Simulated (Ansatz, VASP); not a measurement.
## One calculation of Si, two programs

```
Si
1.0
     3.92021    0.00000    0.00000
    -1.96011    3.39500    0.00000
     0.00000    0.00000    6.14219
Si
4
Direct
  0.33333 0.66667 0.07236
  0.66667 0.33333 0.57236
  0.33333 0.66667 0.42764
  0.66667 0.33333 0.92764
```

Alike in both runs: task single point; functional PBE; k mesh 12 × 12 × 6; occupations gaussian, width 0.05 eV; no spin polarisation.

|  | VASP | Ansatz |
| --- | --- | --- |
| version | VASP 6.6.1 | Ansatz 0.2.0 |
| potentials or method | VASP PAW PBE potentials, release 64 (Si), cutoff 520 eV | scalar-relativistic, plane waves, PAW |
| valence electrons in the cell | 16 | 16 |

|  | VASP | Ansatz | Ansatz less VASP |
| --- | --- | --- | --- |
| gap on the k mesh at the Fermi level (eV) | 0.03 | 0.02 | -0.001 |
| least direct gap on the mesh (eV) | 0.30 | 0.29 | -0.003 |
| pressure (GPa) | 1.9 | 2.0 | +0.07 |
| traceless stress, the component that is largest in VASP (GPa) | 15.35 | 15.39 | +0.040 |
| rms of the force components (eV/Å) | 1.573 | 1.580 | +0.0063 |

Atom by atom the forces differ by 0.006 eV/Å (rms over components).
